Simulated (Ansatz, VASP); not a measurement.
Two plane-wave programs on CaO

The input INCAR:

```
PREC     = Accurate       # precision mode
ENCUT    = 520            # plane-wave cutoff, eV
EDIFF    = 1E-6           # SCF threshold, eV
ISMEAR   = -1             # smearing method
SIGMA    = 0.05           # smearing width, eV
LREAL    = F              # projectors in reciprocal space
LASPH    = T              # aspherical terms in the spheres
NELM     = 60             # most SCF steps
ALGO     = Normal         # electronic algorithm
ISIF     = 2              # what is computed and relaxed
LWAVE    = F              # write WAVECAR
LCHARG   = F              # write CHGCAR
GGA      = PE             # functional
NBANDS   = 15             # bands
```

KPOINTS

```
regular mesh
0
Gamma
  10 10 10
```

POSCAR

```
CaO
1.0
    0.0000000000      2.4035556960      2.4035556960
    2.4035556960      0.0000000000      2.4035556960
    2.4035556960      2.4035556960      0.0000000000
Ca O
1 1
Direct
    0.0000000000      0.0000000000      0.0000000000
    0.5000000000      0.5000000000      0.5000000000
```

input.yaml

```yaml
crystal:
  lattice:
    - [0.0, 2.403555696, 2.403555696]
    - [2.403555696, 0.0, 2.403555696]
    - [2.403555696, 2.403555696, 0.0]
  atoms:
    - { symbol: Ca, position: [0.0, 0.0, 0.0] }
    - { symbol: O, position: [0.5, 0.5, 0.5] }
hamiltonian:
  xc: pbe
  pseudopotentials: { kind: paw }
kpoints:
  mp_grid: { grid: [10, 10, 10] }
  band_path:
    path:
      - [[0.0, 0.0, 0.0], [0.5, 0.0, 0.5], [0.5, 0.25, 0.75], [0.375, 0.375, 0.75], [0.0, 0.0, 0.0], [0.5, 0.5, 0.5], [0.625, 0.25, 0.625], [0.5, 0.25, 0.75], [0.5, 0.5, 0.5], [0.375, 0.375, 0.75]]
      - [[0.625, 0.25, 0.625], [0.5, 0.0, 0.5]]
    npoints: 14
scf:
  occupations: { method: fermi_dirac, width: 0.05 }
  n_extra_bands: 6
output:
  forces: true
  stress: true
  eigenvalues: true
  fatbands: true
  write_density: true
  write_potential: true
  elf: true
  volumetric_format: npy
```

Alike in both runs: functional PBE; k mesh 10 × 10 × 10; occupations fermi-dirac, width 0.05 eV; no spin polarisation.

|  | VASP | Ansatz |
| --- | --- | --- |
| version | VASP 6.6.1 | Ansatz 0.2.0 |
| potentials or method | VASP PAW PBE potentials, release 64 (Ca_sv, O) | Ansatz PAW |
| plane-wave cutoff (eV) | 520 | 420 |
| valence electrons in the cell | 16 | 16 |
| task | single point | band structure |

Ansatz gave:

| Quantity | Value |
| --- | --- |
| gap on the k mesh at the Fermi level (eV) | 3.66 |
| least direct gap on the mesh (eV) | 4.03 |
| pressure (GPa) | 1.6 |

**Question.** What did VASP give for the same quantities?

**Answer.** gap on the k mesh at the Fermi level (eV): 3.64; least direct gap on the mesh (eV): 4.01; pressure (GPa): 2.2.

With one functional, cell and mesh, what is left measures potentials, basis and numerics.
